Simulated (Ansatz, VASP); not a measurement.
One calculation of KI, two programs

```
CELL_PARAMETERS angstrom
0.00000 3.49154 3.58733
3.49154 0.00000 3.58733
3.49154 3.49154 0.00000
ATOMIC_POSITIONS crystal
K 0.00000 0.00000 0.00000
I 0.50000 0.50000 0.50000
```

Change from the starting cell: mode 6 frozen in at -0.000 Å, equal normal strain along x and y -0.0267.

Alike in both runs: task single point; functional PBE; k mesh 6 × 6 × 6; occupations gaussian, width 0.05 eV; no spin polarisation.

|  | VASP | Ansatz |
| --- | --- | --- |
| version | VASP 6.6.1 | Ansatz 0.2.0 |
| potentials or method | VASP PAW PBE potentials, release 64 (K_sv, I), cutoff 520 eV | scalar-relativistic, plane waves, PAW |
| valence electrons in the cell | 16 | 26 |

Ansatz gave:

| Property | Result |
| --- | --- |
| gap on the k mesh at the Fermi level (eV) | 3.98 |
| least direct gap on the mesh (eV) | 3.98 |
| pressure (GPa) | 0.7 |
| traceless stress, the component that is largest in VASP (GPa) | -0.47 |

Task: Which values does VASP return?

Result: gap on the k mesh at the Fermi level (eV): 3.98; least direct gap on the mesh (eV): 3.98; pressure (GPa): 0.8; traceless stress, the component that is largest in VASP (GPa): -0.48.

The functional is the same, so the differences come from potentials, cutoffs and numerics. VASP's potentials hold 16 valence electrons a cell and Ansatz's 26, so a difference there can come from the potentials and not from the codes.

Neither program's run includes spin-orbit coupling.
